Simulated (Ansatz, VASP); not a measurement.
One calculation of Al2GaN3, two programs

The input POSCAR:

```
Al2GaN3
1.0
    5.9668839439     -1.6282455401      0.0115418901
    5.9668839439      1.6282455401      0.0115418901
   -1.9577017781      0.0000000000      6.9647330302
Al Ga N
4 2 6
Direct
    0.9443227057      0.9443227057      0.3900550043
    0.8890977631      0.8890977631      0.7785248815
    0.2231436414      0.2231436414      0.4461853104
    0.5546929252      0.5546929252      0.1148816558
    0.2775830921      0.2775830921      0.0587600987
    0.6097898986      0.6097898986      0.7227911830
    0.1458727374      0.1458727374      0.1799952604
    0.4794268337      0.4794268337      0.8477956197
    0.8163058824      0.8163058824      0.5099225375
    0.7658184874      0.7658184874      0.9036343026
    0.0963386686      0.0963386686      0.5663977870
    0.4329723647      0.4329723647      0.2458573490
```

File INCAR.step1:

```
  PREC = Accurate
  ENCUT = 520
  ISMEAR = 0
  SIGMA = 0.02
  LREAL = False
  LASPH = True
  NELM = 80
  NBANDS = 46
  GGA = PE
  ALGO = Normal
  EDIFF = 1E-4
  LWAVE = True
  LCHARG = False
```

Contents of INCAR.step2:

```
  PREC = Accurate
  ENCUT = 520
  EDIFF = 1E-6
  ISMEAR = 0
  SIGMA = 0.02
  LREAL = False
  LASPH = True
  NELM = 80
  ALGO = Normal
  ISIF = 2
  LWAVE = False
  LCHARG = False
  METAGGA = R2SCAN
  LMIXTAU = True
  NBANDS = 46
  ISTART = 1
```

File KPOINTS:

```
Automatic mesh
0
Gamma
  8 8 4
```

Input for Ansatz:

```yaml
crystal:
  lattice:
    - [5.9668839439, -1.6282455401, 0.0115418901]
    - [5.9668839439, 1.6282455401, 0.0115418901]
    - [-1.9577017781, 0.0, 6.9647330302]
  atoms:
    - { symbol: Al, position: [0.9443227057, 0.9443227057, 0.3900550043] }
    - { symbol: Al, position: [0.8890977631, 0.8890977631, 0.7785248815] }
    - { symbol: Al, position: [0.2231436414, 0.2231436414, 0.4461853104] }
    - { symbol: Al, position: [0.5546929252, 0.5546929252, 0.1148816558] }
    - { symbol: Ga, position: [0.2775830921, 0.2775830921, 0.0587600987] }
    - { symbol: Ga, position: [0.6097898986, 0.6097898986, 0.722791183] }
    - { symbol: "N", position: [0.1458727374, 0.1458727374, 0.1799952604] }
    - { symbol: "N", position: [0.4794268337, 0.4794268337, 0.8477956197] }
    - { symbol: "N", position: [0.8163058824, 0.8163058824, 0.5099225375] }
    - { symbol: "N", position: [0.7658184874, 0.7658184874, 0.9036343026] }
    - { symbol: "N", position: [0.0963386686, 0.0963386686, 0.566397787] }
    - { symbol: "N", position: [0.4329723647, 0.4329723647, 0.245857349] }
basis:
  ecutwfc: 500
kpoints:
  mp_grid: { grid: [8, 8, 4] }
  band_path: { path: [VBM, CBM], npoints: 2 }
hamiltonian:
  xc: r2scan
scf:
  occupations: { method: gaussian, width: 0.02 }
output:
  forces: true
  stress: true
  eigenvalues: true
checkpoint:
  read: start.run
  write: ck
  compress: false
  write_wavefunctions: false
  write_every: 100000
```

Alike in both runs: task single point; functional r2SCAN; k mesh 8 × 8 × 4; occupations gaussian, width 0.02 eV; no spin polarisation.

```csv
,VASP,Ansatz
version,VASP 6.6.1,Ansatz 0.2.0
potentials or method,"VASP PAW PBE potentials, release 64 (Al, Ga_d, N), cutoff 520 eV","scalar-relativistic, plane waves, PAW"
valence electrons in the cell,68,68
```

```csv
,VASP,Ansatz,Ansatz less VASP
gap on the k mesh at the Fermi level (eV),3.22,3.21,-0.013
least direct gap on the mesh (eV),3.22,3.21,-0.013
pressure (GPa),-9.5,-9.5,-0.07
"traceless stress, the component that is largest in VASP (GPa)",9.57,9.53,-0.041
rms of the force components (eV/Å),0.026,0.000,-0.0260
```

VASP's potentials were made for PBE, not for r2SCAN. Atom by atom the forces differ by 0.026 eV/Å (rms over components).
